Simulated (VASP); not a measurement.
A run of VASP 6.6.1 is set up as follows.

Contents of INCAR:

```
PREC = Accurate
ENCUT = 520
EDIFF = 1E-6
ISMEAR = 0
SIGMA = 0.15
LREAL = False
LASPH = True
NELM = 100
ALGO = Fast
ISIF = 2
LWAVE = False
LCHARG = False
GGA = PS
NBANDS = 21
```

The input KPOINTS:

```
regular mesh
0
Gamma
  24 24 12
```

POSCAR

```
Ru
1.0
    2.8072668093      0.0000000000      0.0000000000
   -1.4036334046      2.2554175499      0.0000000000
    0.0000000000      0.0000000000      4.2819000000
Ru
2
Direct
    0.3333333333      0.6666666667      0.2500000000
    0.6666666667      0.3333333333      0.7500000000
```

Potentials or basis: VASP PAW PBE potentials, release 64 (Ru_pv).

Launch:

```bash
$ cat potpaw_PBE.64/Ru_pv/POTCAR > POTCAR
$ mpirun -np 1 vasp_std > vasp.out
```

**Question.** Predict the pressure.

**Answer.** -4.6 GPa.

**Question.** What does it give for the largest force?

**Answer.** 0.204 eV/Å.

**Question.** Predict the band gap on the k mesh.

**Answer.** Zero (bands 14 and 15 overlap by 3.42 eV).

Stress tensor (GPa, compression positive):
```
-17.62   0.00   0.00
  0.00  11.02   0.00
  0.00   0.00  -7.13
```

Caveat: the cell differs from its parent crystal (strain +0.0375 x Voigt [1, -1, 0, 0, 0, 0]); the stress differs along the axes, from -18 to 11 GPa; the PAW data sets were made with another functional, which shifts forces and pressure a little.
